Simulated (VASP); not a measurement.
# H12C11O16 in VASP: a series of runs, part 2 of 2

VASP 6.6.1. Earlier steps stand in the parts before.

## 4. Single point, LDA

INCAR

```
  PREC = Accurate
  ENCUT = 520
  EDIFF = 1E-7
  ISMEAR = -1
  SIGMA = 0.05
  LREAL = Auto
  LASPH = T
  NELM = 100
  ALGO = Normal
  ISIF = 2
  LWAVE = F
  LCHARG = T
  LELF = T
  LVHAR = T
  NBANDS = 101
```

KPOINTS

```
regular mesh
0
Gamma
  1 1 1
```

POSCAR

```
H12C11O16
1.0
    8.8620950000      0.0000000000      0.0000000000
    0.0000000000      8.8620950000      0.0000000000
    0.0000000000      0.0000000000      8.8620950000
C O H
11 16 12
Direct
    0.0364247957      0.5128019955      0.2829127876
    0.0576951612      0.8177073254      0.7725825553
    0.5498361279     -0.0039719728      0.3524674470
    0.3624312310      0.5359342232      0.7764981080
    0.4913398017      0.1791562830      0.9161377755
    0.2558537231      0.9384688384      0.1518038342
    0.6380206938      0.6561766715      0.1765609599
    0.7451059823      0.2462510276      0.5321202267
    0.8336403525      0.3837467326      0.9172097568
    0.8741048251      0.0746437496      0.1210548973
    0.0454068705      0.2400786721      0.7147971219
    0.0605951527      0.6054888827      0.1942430091
    0.0278715135      0.4321551507      0.3881362138
    0.1645773375      0.7359884993      0.7730790518
   -0.0533846681      0.8858289152      0.7644242135
    0.4966771401     -0.0556866068      0.4617644022
    0.5831465359      0.0626601272      0.2393677793
    0.2682774220      0.4473208649      0.7479044176
    0.4563932118      0.6272895969      0.7731918920
    0.5398272079      0.2810622093      0.9754126987
    0.4277995214      0.0683247020      0.8680678779
    0.2731972519      0.9083292382      0.2802384763
    0.6561766715      0.5260832794      0.2283658661
    0.7097193158      0.1271144126      0.5845457536
    0.9119965426      0.3292562312      1.0073013210
    0.9326124353      0.0197357397      0.2382619460
   -0.0113065816      0.3573647089      0.6836645285
    0.3435756444      0.9339439489      0.0547726017
    0.1417046421      0.9917293823      0.1222848548
    0.7263519518      0.7020913227      0.0980467937
    0.5292428032      0.7235196644      0.2039585448
    0.6683521222      0.3621491307      0.5386762385
    0.8332566961      0.2636396924      0.4502095723
    0.8506566450      0.4963950398      0.8663188558
    0.7530273598      0.3195971156      0.8479259137
    0.7693327594      0.1437357645      0.1093759433
    0.9404999608      0.0549080099      0.0174225169
    0.0715744979      0.1555049906      0.6347483298
    0.0466593960      0.1996706196      0.8389099869
```

Potentials or basis: VASP PAW LDA potentials, release 64 (C, O, H).

On the command line:

```sh
$ cat potpaw_LDA.64/C/POTCAR potpaw_LDA.64/O/POTCAR potpaw_LDA.64/H/POTCAR > POTCAR
$ mpirun -np 1 vasp_gam > vasp.out
```

OUTCAR:

```text
PREC = Accurate
   ENCUT = 520
   EDIFF = 1E-7
   ISMEAR = -1
   LREAL = Auto
   LASPH = T
   NELM = 100
   ISIF = 2

 ion  position               nearest neighbor table
   1  0.036  0.513  0.283-  12 1.16  13 1.18
   2  0.058  0.818  0.773-  15 1.16  14 1.19
   3  0.550  0.996  0.352-  16 1.17  17 1.20
   4  0.362  0.536  0.776-  19 1.16  18 1.17
   5  0.491  0.179  0.916-  20 1.13  21 1.21
   6  0.256  0.938  0.152-  29 1.15  28 1.16  22 1.18
   7  0.638  0.656  0.177-  30 1.12  31 1.16  23 1.25
   8  0.745  0.246  0.532-  33 1.08  24 1.20  32 1.23
   9  0.834  0.384  0.917-  35 1.10  34 1.11  25 1.16
  10  0.874  0.075  0.121-  37 1.10  36 1.12  26 1.26
  11  0.045  0.240  0.715-  38 1.06  39 1.16  27 1.19
  12  0.061  0.605  0.194-   1 1.16
  13  0.028  0.432  0.388-   1 1.18
  14  0.165  0.736  0.773-   2 1.19
  15  0.947  0.886  0.764-   2 1.16
  16  0.497  0.944  0.462-   3 1.17
  17  0.583  0.063  0.239-   3 1.20
[... 20 lines left out ...]
  38  0.072  0.156  0.635-  11 1.06
  39  0.047  0.200  0.839-  11 1.16

  LATTYP: Found a simple cubic cell.
 ALAT       =     8.8620950000

  Lattice vectors:

 A1 = (   8.8620950000,   0.0000000000,   0.0000000000)
 A2 = (   0.0000000000,   8.8620950000,   0.0000000000)
 A3 = (   0.0000000000,   0.0000000000,   8.8620950000)

Analysis of symmetry for initial positions (statically):
=====================================================================
 Subroutine PRICEL returns:
 Original cell was already a primitive cell.

 Routine SETGRP: Setting up the symmetry group for a
 simple cubic supercell.

 Subroutine GETGRP returns: Found  1 space group operations
 (whereof  1 operations were pure point group operations)
 out of a pool of 48 trial point group operations.

The static configuration has the point symmetry C_1 .

Analysis of symmetry for dynamics (positions and initial velocities):
=====================================================================
 Subroutine PRICEL returns:
 Original cell was already a primitive cell.

 Routine SETGRP: Setting up the symmetry group for a
 simple cubic supercell.

 Subroutine GETGRP returns: Found  1 space group operations
 (whereof  1 operations were pure point group operations)
 out of a pool of 48 trial point group operations.

The dynamic configuration has the point symmetry C_1 .

 Subroutine INISYM returns: Found  1 space group operations
 (whereof  1 operations are pure point group operations),
 and found     1 'primitive' translations

----------------------------------------------------------------------------------------

                                     Primitive cell

  volume of cell :     695.9999

  direct lattice vectors                    reciprocal lattice vectors
     8.862095000  0.000000000  0.000000000     0.112840135  0.000000000  0.000000000
     0.000000000  8.862095000  0.000000000     0.000000000  0.112840135  0.000000000
     0.000000000  0.000000000  8.862095000     0.000000000  0.000000000  0.112840135

  length of vectors
     8.862095000  8.862095000  8.862095000     0.112840135  0.112840135  0.112840135

  position of ions in fractional coordinates (direct lattice)
     0.036424796  0.512801995  0.282912788
     0.057695161  0.817707325  0.772582555
     0.549836128  0.996028027  0.352467447
     0.362431231  0.535934223  0.776498108
     0.491339802  0.179156283  0.916137775
     0.255853723  0.938468838  0.151803834
[... 31 lines left out ...]
     0.071574498  0.155504991  0.634748330
     0.046659396  0.199670620  0.838909987

  ion indices of the primitive-cell ions
   primitive index   ion index
                 1           1
                 2           2
                 3           3
                 4           4
                 5           5
                 6           6
[... 31 lines left out ...]
                38          38
                39          39

----------------------------------------------------------------------------------------

 KPOINTS: regular mesh

Automatic generation of k-mesh.
 Grid dimensions read from file:
 generate k-points for:    1    1    1

 Generating k-lattice:

  Cartesian coordinates                     Fractional coordinates (reciprocal lattice)
     0.112840135  0.000000000  0.000000000     1.000000000  0.000000000  0.000000000
     0.000000000  0.112840135  0.000000000     0.000000000  1.000000000  0.000000000
     0.000000000  0.000000000  0.112840135     0.000000000  0.000000000  1.000000000

  Length of vectors
     0.112840135  0.112840135  0.112840135

  Shift w.r.t. Gamma in fractional coordinates (k-lattice)
     0.000000000  0.000000000  0.000000000

 Subroutine IBZKPT returns following result:
 ===========================================

 Found      1 irreducible k-points:

 Following reciprocal coordinates:
            Coordinates               Weight
  0.000000  0.000000  0.000000      1.000000
   k-points           NKPTS =      1   k-points in BZ     NKDIM =      1   number of bands    NBANDS=    101
   number of dos      NEDOS =    301   number of ions     NIONS =     39
   total plane-waves  NPLWV = 343000
   dimension x,y,z NGX =    70 NGY =   70 NGZ =   70
   dimension x,y,z NGXF=   140 NGYF=  140 NGZF=  140
   ions per type =              11  16  12
   NGX,Y,Z   is equivalent  to a cutoff of  13.13, 13.13, 13.13 a.u.
   NGXF,Y,Z  is equivalent  to a cutoff of  26.26, 26.26, 26.26 a.u.
 SYSTEM =  unknown system
   PREC   = accura    normal or accurate (medium, high low for compatibility)
   ISTART =      0    job   : 0-new  1-cont  2-samecut
   ICHARG =      2    charge: 1-file 2-atom 10-const
   ISPIN  =      1    spin polarized calculation?
   LNONCOLLINEAR =      F non collinear calculations
   LSORBIT =      F    spin-orbit coupling
   LASPH  =      T    aspherical Exc in radial PAW
   ENCUT  =  520.0 eV  38.22 Ry    6.18 a.u.  16.48 16.48 16.48*2*pi/ulx,y,z
   NELM   =    100;   NELMIN=  2; NELMDL= -5     # of ELM steps
   EDIFF  = 0.1E-06   stopping-criterion for ELM
   LREAL  =      T    real-space projection
   EDIFFG = 0.1E-05   stopping-criterion for IOM
   NSW    =      0    number of steps for IOM
   IBRION =     -1    ionic relax: 0-MD 1-quasi-New 2-CG
   NFREE  =      0    steps in history (QN), initial steepest desc. (CG)
   ISIF   =      2    stress and relaxation
   ISYM   =      2    0-nonsym 1-usesym 2-fastsym
   POTIM  = 0.5000    time-step for ionic-motion
   TEBEG  =    0.0;   TEEND  =   0.0 temperature during run
   PSTRESS=    0.0 pullay stress
   NELECT =     152.0000    total number of electrons
   NUPDOWN=      -1.0000    fix difference up-down
   EMIN   =  10.00;   EMAX   =-10.00  energy-range for DOS
   EFERMI =   0.00;   METHOD = LEGACY
   ISMEAR =    -1;   SIGMA  =   0.05  broadening in eV -4-tet -1-fermi 0-gaus
   EFERMI_NEDOS =   21; number of points for ismear=-14 and -15
   IALGO  =     38    algorithm
   IMIX   =      4    mixing-type and parameters
     AMIX     =   0.40;   BMIX     =  1.00
     AMIX_MAG =   1.60;   BMIX_MAG =  1.00
  volume/ion in A,a.u.               =      17.85       120.43
  Fermi-wavevector in a.u.,A,eV,Ry     =   0.985870  1.863024 13.224040  0.971940
  Thomas-Fermi vector in A             =   2.117209
   LORBIT       =      0    0 simple, 1 ext, 2 COOP (PROOUT), +10 PAW based schemes
   GGA     = CA    functional components
   LHFCALC =     F    Hartree Fock is set to
   AEXX    =    0.0000 exact exchange contribution
   IVDW    =     0    specifies the selected vdW correction
   LEPSILON=     F    determine dielectric tensor
   LRPA    =     F    only Hartree local field effects (RPA)
 non-spin polarized calculation
  energy-cutoff  :      520.00
  volume of cell :      696.00
 maximum number of plane-waves:      9403
 NGX is ok and might be reduce to    70
   NGX = 33   NGY = 33   NGZ = 33

 number of electron     151.9999996 magnetization

 Free energy of the ion-electron system (eV)
  ---------------------------------------------------
  ext. energy  EPLUGINS =         0.00000000
  ---------------------------------------------------
  free energy    TOTEN  =      -262.48717297 eV

  energy without entropy =     -262.48717297  energy(sigma->0) =     -262.48717297

 E-fermi :  -1.6066     XC(G=0):  -6.4132

 val. band max:       -2.8220877678   @ k =   0.0000   0.0000   0.0000
 cond. band min:      -0.3194955700   @ k =   0.0000   0.0000   0.0000
 fundamental gap:      2.5025921979
 Fermi energy:        -1.6066021801

 k-point     1 :       0.0000    0.0000    0.0000
  band No.  band energies     occupation
      1     -26.8502      2.00000
      2     -26.3440      2.00000
      3     -26.0374      2.00000
      4     -25.8122      2.00000
      5     -25.5319      2.00000
      6     -25.1381      2.00000
[... 80 lines left out ...]
     87       1.8114      0.00000
     88       1.9928      0.00000
 [bands above 88 left out]

------------------------ aborting loop because EDIFF is reached ----------------------------------------

  FORCE on cell =-STRESS in cart. coord.  units (eV):
  Direction    XX          YY          ZZ          XY          YZ          ZX
  --------------------------------------------------------------------------------------
  -------------------------------------------------------------------------------------
  Total        0.2342754     -1.3158601      0.5034958      2.6993336      1.9857246      2.0291920
  in kB        0.5392970     -3.0290825      1.1590368      6.2138096      4.5710965      4.6711575
  external PRESSURE =      -0.4435829 kB  Pullay stress =       0.0000000 kB

 VOLUME and BASIS-vectors are now :
 -----------------------------------------------------------------------------
  energy-cutoff  :      520.00
  volume of cell :      696.00
      direct lattice vectors                 reciprocal lattice vectors
     8.862095000  0.000000000  0.000000000     0.112840135  0.000000000  0.000000000
     0.000000000  8.862095000  0.000000000     0.000000000  0.112840135  0.000000000
     0.000000000  0.000000000  8.862095000     0.000000000  0.000000000  0.112840135

 POSITION                                       TOTAL-FORCE (eV/Angst)
 -----------------------------------------------------------------------------------
      0.32280      4.54450      2.50720         0.486067     -0.610938      2.054768
      0.51130      7.24660      6.84670         2.199994     -2.541239     -0.402191
      4.87270      8.82689      3.12360        -0.977900      1.344609     -0.938588
      3.21190      4.74950      6.88140        -0.517245     -0.300437     -1.885419
      4.35430      1.58770      8.11890        -3.891845     -6.301129     -2.431151
      2.26740      8.31680      1.34530        -1.208198      1.610898     -2.872758
[... 31 lines left out ...]
      0.63430      1.37810      5.62520         0.876708     -1.122708     -1.618879
      0.41350      1.76950      7.43450         0.406617      0.341394     -0.522666
 -----------------------------------------------------------------------------------
    total drift:                               -0.016342     -0.028224      0.009253

  FREE ENERGIE OF THE ION-ELECTRON SYSTEM (eV)
  ---------------------------------------------------
  free  energy   TOTEN  =      -262.4871729668 eV

  energy  without entropy=     -262.4871729668  energy(sigma->0) =     -262.48717297
```

It took 3.9 min on 1 thread of Intel Xeon 8259CL, shared host; peak memory 0.47 GiB.

What came out:

```yaml
Free_energy: -262.4872 eV
Pressure: 0.0 GPa
Largest_force: 7.795 eV/Å
Band_gap_on_the_k_mesh: 2.50 eV
```

Forces in eV/Å, atoms in the order of the input:
```
C    0.486 -0.611  2.055
C    2.200 -2.541 -0.402
C   -0.978  1.345 -0.939
C   -0.517 -0.300 -1.885
C   -3.892 -6.301 -2.431
C   -1.208  1.611 -2.873
C   -0.194 -2.645  0.993
C   -2.090  2.541 -0.839
C   -1.582  1.768 -4.277
C    1.927 -1.266  2.075
C   -0.685 -1.060  2.669
O   -0.207  0.667 -1.377
O   -0.386 -0.030 -0.975
O   -1.618  1.762  0.260
O   -0.712  0.993  0.201
O    1.142 -0.031 -0.497
O   -0.276 -1.455  1.840
O    0.313 -0.232  1.015
O    0.682  0.357  0.989
O    1.809  3.564  1.651
O    1.783  2.708  0.762
O    0.997 -1.116  2.045
O   -0.391  2.783 -0.943
O   -0.098 -0.558  0.889
O    2.698 -1.605  3.798
O   -1.977  1.554 -2.020
O   -0.914  1.552 -0.455
H   -0.345 -0.361  0.886
H    0.409 -0.364 -0.297
H   -0.283  0.252  0.191
H    0.941 -0.368 -0.211
H    0.993 -1.671  0.503
H    1.291 -0.141 -0.584
H   -0.026  0.843  0.527
H   -0.615 -0.501 -0.018
H    0.168 -0.390  0.518
H   -0.129  0.030 -0.701
H    0.877 -1.123 -1.619
H    0.407  0.341 -0.523
```

Stress tensor (GPa, compression positive):
```
 0.05  0.62  0.47
 0.62 -0.30  0.46
 0.47  0.46  0.12
```

Levels at points of the mesh, in eV from the valence-band top:
| k point | band 72 | band 73 | band 74 | band 75 | band 76 | band 77 | band 78 | band 79 | band 80 | band 81 |
| --- | --- | --- | --- | --- | --- | --- | --- | --- | --- | --- |
| (0.00, 0.00, 0.00) | -0.67 | -0.49 | -0.30 | -0.19 | 0.00 | 2.50 | 2.62 | 3.20 | 3.24 | 3.44 |

Caveat: the k points lie up to 0.71 Å⁻¹ apart.

## 5. Summary

```tsv
cell	gap on the mesh (eV)	pressure (GPa)	largest force (eV/Å)
as given, atomic positions A	2.73	0.5	4.86
as given, atomic positions B	2.48	-0.3	10.51
as given, atomic positions C	2.50	0.0	7.79
```

Alike in all rows: task single point; level LDA; potentials or basis VASP PAW LDA potentials, release 64 (C, O, H); no spin polarisation; k mesh 1 × 1 × 1; cutoff (eV) 520; smearing fermi-dirac 0.05 eV.

Caveats: all runs use coarse meshes.

Total energies depend on the potentials used, so only differences within one code and one set of settings carry meaning.
